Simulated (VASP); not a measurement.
# Li (Fd-3m) in VASP: notebook

The runs below take Li through single point, with PBE.

Everything below comes from runs of VASP 6.6.1. Logs are shortened: lines on timing, memory, paths and dates and some standing lists are left out, and cuts for length are marked.

## 1. The cell of the first run

The structure is cubic, space group Fd-3m (No. 227). Conventional cell: a = 5.891 Å, b = 5.891 Å, c = 5.891 Å, α = 90.00°, β = 90.00°, γ = 90.00°. Within 3.4 Å of Li (site symmetry -43m) lie 4 Li at 2.55 Å.

This isn't the form of Li at room conditions, which is bcc.

## 2. Single point, PBE (25.56 Å³/atom)

Input file INCAR:

```
SYSTEM = Li
ALGO     = Normal         ! electronic algorithm
EDIFF    = 1E-6           ! SCF threshold, eV
ENCUT    = 520            ! plane-wave cutoff, eV
GGA      = PE             ! functional
ISIF     = 2              ! what is computed and relaxed
ISMEAR   = -1             ! smearing method
LASPH    = .TRUE.         ! aspherical terms in the spheres
LCHARG   = .TRUE.         ! write CHGCAR
LELF     = .TRUE.         ! ELF
LREAL    = .FALSE.        ! projectors in reciprocal space
LVHAR    = .TRUE.       
LWAVE    = .FALSE.        ! write WAVECAR
NBANDS   = 10             ! bands
NELM     = 80             ! most SCF steps
PREC     = Accurate       ! precision mode
SIGMA    = 0.05           ! smearing width, eV
```

Input file KPOINTS:

```
k-points
0
G
  11 11 11
  0 0 0
```

Input file POSCAR:

```
Li
1.0
    0.0000000000      2.9456918260      2.9456918260
    2.9456918260      0.0000000000      2.9456918260
    2.9456918260      2.9456918260      0.0000000000
Li
2
Direct
   -0.1250000000     -0.1250000000     -0.1250000000
    0.1250000000      0.1250000000      0.1250000000
```

Potentials or basis: VASP PAW PBE potentials, release 64 (Li_sv).

Command:

```console
> cat potpaw_PBE.64/Li_sv/POTCAR > POTCAR
> mpirun -np 1 vasp_std > vasp.out
```

OUTCAR:

```text
SYSTEM = Li
   EDIFF = 1E-6
   ENCUT = 520
   GGA = PE
   ISIF = 2
   ISMEAR = -1
   LASPH = .TRUE.
   LREAL = .FALSE.
   NELM = 80
   PREC = Accurate

 ion  position               nearest neighbor table
   1  0.875  0.875  0.875-   2 2.55   2 2.55   2 2.55   2 2.55
   2  0.125  0.125  0.125-   1 2.55   1 2.55   1 2.55   1 2.55

  LATTYP: Found a face centered cubic cell.
 ALAT       =     5.8913836520

  Lattice vectors:

 A1 = (   0.0000000000,   2.9456918260,   2.9456918260)
 A2 = (   2.9456918260,   0.0000000000,   2.9456918260)
 A3 = (   2.9456918260,   2.9456918260,   0.0000000000)

Analysis of symmetry for initial positions (statically):
=====================================================================
 Subroutine PRICEL returns:
 Original cell was already a primitive cell.

 Routine SETGRP: Setting up the symmetry group for a
 face centered cubic supercell.

 Subroutine GETGRP returns: Found 48 space group operations
 (whereof 12 operations were pure point group operations)
 out of a pool of 48 trial point group operations.

The static configuration has the point symmetry D_3d.
 The point group associated with its full space group is O_h .

Analysis of symmetry for dynamics (positions and initial velocities):
=====================================================================
 Subroutine PRICEL returns:
 Original cell was already a primitive cell.

 Routine SETGRP: Setting up the symmetry group for a
 face centered cubic supercell.

 Subroutine GETGRP returns: Found 48 space group operations
 (whereof 12 operations were pure point group operations)
 out of a pool of 48 trial point group operations.

The dynamic configuration has the point symmetry D_3d.
 The point group associated with its full space group is O_h .

 Subroutine INISYM returns: Found 48 space group operations
 (whereof 12 operations are pure point group operations),
 and found     1 'primitive' translations

----------------------------------------------------------------------------------------

                                     Primitive cell

  volume of cell :      51.1201

  direct lattice vectors                    reciprocal lattice vectors
     0.000000000  2.945691826  2.945691826    -0.169739413  0.169739413  0.169739413
     2.945691826  0.000000000  2.945691826     0.169739413 -0.169739413  0.169739413
     2.945691826  2.945691826  0.000000000     0.169739413  0.169739413 -0.169739413

  length of vectors
     4.165837331  4.165837331  4.165837331     0.293997287  0.293997287  0.293997287

  position of ions in fractional coordinates (direct lattice)
     0.875000000  0.875000000  0.875000000
     0.125000000  0.125000000  0.125000000

  ion indices of the primitive-cell ions
   primitive index   ion index
                 1           1
                 2           2

----------------------------------------------------------------------------------------

 KPOINTS: k-points

Automatic generation of k-mesh.
 Grid dimensions read from file:
 generate k-points for:   11   11   11

 Generating k-lattice:

  Cartesian coordinates                     Fractional coordinates (reciprocal lattice)
    -0.015430856  0.015430856  0.015430856     0.090909091  0.000000000  0.000000000
     0.015430856 -0.015430856  0.015430856     0.000000000  0.090909091  0.000000000
     0.015430856  0.015430856 -0.015430856     0.000000000  0.000000000  0.090909091

  Length of vectors
     0.026727026  0.026727026  0.026727026

  Shift w.r.t. Gamma in fractional coordinates (k-lattice)
     0.000000000  0.000000000  0.000000000

 Subroutine IBZKPT returns following result:
 ===========================================

 Found     56 irreducible k-points:

 Following reciprocal coordinates:
            Coordinates               Weight
  0.000000  0.000000  0.000000      1.000000
  0.090909  0.000000  0.000000      8.000000
  0.181818  0.000000  0.000000      8.000000
  0.272727  0.000000  0.000000      8.000000
  0.363636  0.000000  0.000000      8.000000
  0.454545  0.000000  0.000000      8.000000
[... 16 lines left out ...]
 -0.272727  0.181818  0.000000     24.000000
 -0.181818  0.181818  0.000000     12.000000
 [... further k-points ...]
   k-points           NKPTS =     56   k-points in BZ     NKDIM =     56   number of bands    NBANDS=     10
   number of dos      NEDOS =    301   number of ions     NIONS =      2
   total plane-waves  NPLWV =  32768
   dimension x,y,z NGX =    32 NGY =   32 NGZ =   32
   dimension x,y,z NGXF=    64 NGYF=   64 NGZF=   64
   ions per type =               2
   NGX,Y,Z   is equivalent  to a cutoff of  12.77, 12.77, 12.77 a.u.
   NGXF,Y,Z  is equivalent  to a cutoff of  25.54, 25.54, 25.54 a.u.
 SYSTEM =  Li
   PREC   = accura    normal or accurate (medium, high low for compatibility)
   ISTART =      0    job   : 0-new  1-cont  2-samecut
   ICHARG =      2    charge: 1-file 2-atom 10-const
   ISPIN  =      1    spin polarized calculation?
   LNONCOLLINEAR =      F non collinear calculations
   LSORBIT =      F    spin-orbit coupling
   LASPH  =      T    aspherical Exc in radial PAW
   ENCUT  =  520.0 eV  38.22 Ry    6.18 a.u.   7.75  7.75  7.75*2*pi/ulx,y,z
   NELM   =     80;   NELMIN=  2; NELMDL= -5     # of ELM steps
   EDIFF  = 0.1E-05   stopping-criterion for ELM
   LREAL  =      F    real-space projection
   EDIFFG = 0.1E-04   stopping-criterion for IOM
   NSW    =      0    number of steps for IOM
   IBRION =     -1    ionic relax: 0-MD 1-quasi-New 2-CG
   NFREE  =      0    steps in history (QN), initial steepest desc. (CG)
   ISIF   =      2    stress and relaxation
   ISYM   =      2    0-nonsym 1-usesym 2-fastsym
   POTIM  = 0.5000    time-step for ionic-motion
   TEBEG  =    0.0;   TEEND  =   0.0 temperature during run
   PSTRESS=    0.0 pullay stress
   NELECT =       6.0000    total number of electrons
   NUPDOWN=      -1.0000    fix difference up-down
   EMIN   =  10.00;   EMAX   =-10.00  energy-range for DOS
   EFERMI =   0.00;   METHOD = LEGACY
   ISMEAR =    -1;   SIGMA  =   0.05  broadening in eV -4-tet -1-fermi 0-gaus
   EFERMI_NEDOS =   21; number of points for ismear=-14 and -15
   IALGO  =     38    algorithm
   IMIX   =      4    mixing-type and parameters
     AMIX     =   0.40;   BMIX     =  1.00
     AMIX_MAG =   1.60;   BMIX_MAG =  1.00
  volume/ion in A,a.u.               =      25.56       172.49
  Fermi-wavevector in a.u.,A,eV,Ry     =   0.801545  1.514701  8.741396  0.642474
  Thomas-Fermi vector in A             =   1.909052
   LORBIT       =      0    0 simple, 1 ext, 2 COOP (PROOUT), +10 PAW based schemes
   GGA     = PE    functional components
   LHFCALC =     F    Hartree Fock is set to
   AEXX    =    0.0000 exact exchange contribution
   IVDW    =     0    specifies the selected vdW correction
   LEPSILON=     F    determine dielectric tensor
   LRPA    =     F    only Hartree local field effects (RPA)
 non-spin polarized calculation
  energy-cutoff  :      520.00
  volume of cell :       51.12
 maximum number of plane-waves:      1392
   NGX = 15   NGY = 15   NGZ = 15

 number of electron       6.0000014 magnetization

 Free energy of the ion-electron system (eV)
  ---------------------------------------------------
  ext. energy  EPLUGINS =         0.00000000
  ---------------------------------------------------
  free energy    TOTEN  =        -2.78434896 eV

  energy without entropy =       -2.77797988  energy(sigma->0) =       -2.78116442

 E-fermi :   0.2009     XC(G=0):  -6.4816

 val. band max:        0.1752198590   @ k =  -0.3636   0.3636   0.0000
 cond. band min:       0.2670174433   @ k =  -0.4545   0.1818   0.0909
 fundamental gap:      0.0917975842
 Fermi energy:         0.2009470754

 k-point     1 :       0.0000    0.0000    0.0000
  band No.  band energies     occupation
      1     -47.5877      2.00000
      2     -47.5107      2.00000
      3      -3.1606      2.00000
      4       5.7651      0.00000
      5       5.7651      0.00000
      6       5.7651      0.00000
      7       6.8825      0.00000
      8       6.8825      0.00000
      9       6.8825      0.00000
     10      11.5872      0.00000

 k-point     2 :       0.0909    0.0000    0.0000
  band No.  band energies     occupation
      1     -47.5866      2.00000
      2     -47.5118      2.00000
      3      -3.0778      2.00000
      4       4.8489      0.00000
      5       5.4798      0.00000
      6       5.4799      0.00000
      7       7.2437      0.00000
      8       7.2438      0.00000
      9       7.6504      0.00000
     10      10.8568      0.00000

 k-point     3 :       0.1818    0.0000    0.0000
  band No.  band energies     occupation
      1     -47.5832      2.00000
      2     -47.5151      2.00000
      3      -2.8286      2.00000
      4       3.5195      0.00000
      5       5.0542      0.00000
      6       5.0543      0.00000
      7       7.7324      0.00000
      8       7.7325      0.00000
      9       8.5468      0.00000
     10      10.0993      0.00000

 k-point     4 :       0.2727    0.0000    0.0000
  band No.  band energies     occupation
      1     -47.5782      2.00000
      2     -47.5199      2.00000
      3      -2.4162      2.00000
      4       2.2204      0.00000
      5       4.7216      0.00000
      6       4.7217      0.00000
      7       7.7437      0.00000
      8       7.7437      0.00000
      9       9.1947      0.00000
     10       9.5524      0.00000
[... 222 lines left out ...]
 k-point    22 :      -0.3636    0.1818    0.0000
  band No.  band energies     occupation
      1     -47.5660      2.00000
      2     -47.5319      2.00000
      3      -1.1055      2.00000
      4       0.6229      0.00043
      5       2.8249      0.00000
      6       3.9640      0.00000
      7       6.7905      0.00000
      8       8.4647      0.00000
      9      10.1487      0.00000
     10      11.0861      0.00000

 k-point    23 :      -0.2727    0.1818    0.0000
  band No.  band energies     occupation
      1     -47.5709      2.00000
      2     -47.5271      2.00000
      3      -1.7553      2.00000
      4       1.6730      0.00000
      5       2.7561      0.00000
      6       4.4388      0.00000
      7       7.2268      0.00000
      8       8.3186      0.00000
      9       9.8899      0.00000
     10      10.1756      0.00000

 k-point    24 :      -0.1818    0.1818    0.0000
  band No.  band energies     occupation
      1     -47.5763      2.00000
      2     -47.5218      2.00000
      3      -2.2746      2.00000
      4       2.8361      0.00000
      5       2.8783      0.00000
      6       4.9681      0.00000
      7       7.7983      0.00000
      8       7.9698      0.00000
      9       9.3513      0.00000
     10       9.5487      0.00000

 [... further k-points ...]

------------------------ aborting loop because EDIFF is reached ----------------------------------------

  FORCE on cell =-STRESS in cart. coord.  units (eV):
  Direction    XX          YY          ZZ          XY          YZ          ZX
  --------------------------------------------------------------------------------------
  -------------------------------------------------------------------------------------
  Total       -0.0244590     -0.0244590     -0.0244590      0.0000000     -0.0000000      0.0000000
  in kB       -0.7665788     -0.7665788     -0.7665788      0.0000000     -0.0000000      0.0000000
  external PRESSURE =      -0.7665788 kB  Pullay stress =       0.0000000 kB

 VOLUME and BASIS-vectors are now :
 -----------------------------------------------------------------------------
  energy-cutoff  :      520.00
  volume of cell :       51.12
      direct lattice vectors                 reciprocal lattice vectors
     0.000000000  2.945691826  2.945691826    -0.169739413  0.169739413  0.169739413
     2.945691826  0.000000000  2.945691826     0.169739413 -0.169739413  0.169739413
     2.945691826  2.945691826  0.000000000     0.169739413  0.169739413 -0.169739413

 POSITION                                       TOTAL-FORCE (eV/Angst)
 -----------------------------------------------------------------------------------
      5.15496      5.15496      5.15496         0.000000     -0.000000     -0.000000
      0.73642      0.73642      0.73642        -0.000000      0.000000      0.000000
 -----------------------------------------------------------------------------------
    total drift:                                0.000000      0.000000      0.000000

  FREE ENERGIE OF THE ION-ELECTRON SYSTEM (eV)
  ---------------------------------------------------
  free  energy   TOTEN  =        -2.7843489620 eV

  energy  without entropy=       -2.7779798838  energy(sigma->0) =       -2.78116442
```

It took 9.3 s on 1 thread of Intel Xeon 6975P-C (Granite Rapids), shared host; peak memory 0.16 GiB.

Results:

```
Free energy            : -2.7843 eV
Band gap on the k mesh : zero (bands 3 and 4 overlap by 0.50 eV)
```

Caveat: the cutoff is under 1.25 times the usual one of these potentials, so pressure, stress and relaxed cells hold a basis-set (Pulay) error.

## 3. Single point, PBE, collinear spin

Input file INCAR:

```
SYSTEM = Li
ALGO = Normal
EDIFF = 1E-6
ENCUT = 520
GGA = PE
ISIF = 2
ISMEAR = -1
ISPIN = 2
LASPH = .TRUE.
LCHARG = .FALSE.
LORBIT = 11
LREAL = .FALSE.
LWAVE = .FALSE.
MAGMOM = 0.2 0.2
NBANDS = 14
NELM = 150
PREC = Accurate
SIGMA = 0.05
```

KPOINTS is that of step 2.

POSCAR is that of step 2.

Potentials or basis: VASP PAW PBE potentials, release 64 (Li_sv).

Command:

```console
> cat potpaw_PBE.64/Li_sv/POTCAR > POTCAR
> mpirun -np 1 vasp_std > vasp.out
```

Wall time 28 s (1 thread of Intel Xeon 6975P-C (Granite Rapids), shared host); peak memory 0.21 GiB.

Results (log left out):

* Free energy: -2.7843 eV
* Band gap on the k mesh: zero (filled and empty bands overlap)
* Net moment: 0.00 μB per cell
* Valence electrons inside the program's atomic spheres: Li 2.07

Levels at points of the mesh, in eV from the Fermi level:
Spin up:
| k point | band 1 | band 2 | band 3 | band 4 | band 5 | band 6 | band 7 |
| --- | --- | --- | --- | --- | --- | --- | --- |
| (0.00, 0.00, 0.00) | -47.79 | -47.71 | -3.36 | 5.56 | 5.56 | 5.56 | 6.68 |
Spin down:
```
           k point  band 1  band 2  band 3  band 4  band 5  band 6
(0.00, 0.00, 0.00)  -47.79  -47.71   -3.36    5.56    5.56    5.56
```

Caveat: the cutoff is under 1.25 times the usual one of these potentials, so pressure, stress and relaxed cells hold a basis-set (Pulay) error.

The gap in the log of VASP goes by the Fermi energy; the results here count the filled bands.